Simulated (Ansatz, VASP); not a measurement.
**AlNi in VASP and in Ansatz**

```xyz
6
Lattice="0.0000 -2.8927 0.0000 0.0000 0.0000 -2.8927 8.6782 -0.2411 -0.2411" Properties=species:S:1:pos:R:3 pbc="T T T"
Al    6.5086   -2.8927    0.0000
Al    0.7232   -2.8927    0.0000
Al    3.6159   -2.8927    0.0000
Ni    7.9550   -1.4464   -1.4464
Ni    2.1695   -1.4464   -1.4464
Ni    5.0623   -1.4464   -1.4464
```

Alike in both runs: task single point; functional PBE; k mesh 15 × 15 × 5; occupations gaussian, width 0.15 eV; no spin polarisation.

|  | VASP | Ansatz |
| --- | --- | --- |
| version | VASP 6.6.1 | Ansatz 0.2.0 |
| potentials or method | VASP PAW PBE potentials, release 64 (Al, Ni), cutoff 520 eV | scalar-relativistic, plane waves, PAW |
| valence electrons in the cell | 39 | 63 |

```csv
,VASP,Ansatz,Ansatz less VASP
gap on the k mesh at the Fermi level (eV),none,none,-
pressure (GPa),1.4,1.3,-0.09
"traceless stress, the component that is largest in VASP (GPa)",3.56,3.55,-0.004
rms of the force components (eV/Å),0.445,0.443,-0.0020
```

Atom by atom the forces differ by 0.002 eV/Å (rms over components). A gap of «none» marks a metal or a gap that the smearing closes. The functional is the same, so the differences come from potentials, cutoffs and numerics. VASP's potentials hold 39 valence electrons a cell and Ansatz's 63, so a difference there can come from the potentials and not from the codes.
